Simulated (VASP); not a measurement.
Au:

```
Au
1.0
     2.94696    0.00000    0.00000
    -1.47348    2.55214    0.00000
     0.00000    0.00000    4.77407
Au
2
Direct
  0.33333 0.66667 0.25000
  0.66667 0.33333 0.75000
```

This isn't the form of Au at room conditions, which is fcc.

```yaml
Program: VASP 6.6.1
Task: relaxation of cell and atoms
Functional: PBE
Potentials_or_basis: VASP PAW PBE potentials, release 64 (Au)
Cutoff: 600 eV
k_mesh: 15 × 15 × 8
Occupations: fermi-dirac, width 0.08 eV
Spin: no spin polarisation
```

At the start: pressure 0.2 GPa; volume 17.95 Å³/atom.

Question: How do energy, volume and symmetry change on relaxing?

Answer: Over 5 steps the energy falls by 5.4 meV/atom and the volume is 17.97 Å³/atom (+0.1 %); space group P6_3/mmc (No. 194, to 0.1 Å) before and after.

The path:
```tsv
step	energy change (eV)	largest force (eV/Å)	pressure (GPa)	volume (Å³)
1	0.0000	0.0000	0.16	35.91
2	-0.0076	0.0000	-0.28	36.00
3	-0.0105	0.0000	-0.54	36.08
4	-0.0100	0.0000	0.94	35.71
5	-0.0108	0.0000	0.00	35.94
```

Final structure:
```xyz
2
Lattice="2.9103 0.0000 0.0000 -1.4552 2.5204 0.0000 0.0000 0.0000 4.9003" Properties=species:S:1:pos:R:3 pbc="T T T"
Au    0.0000    1.6803    1.2251
Au    1.4552    0.8401    3.6752
```
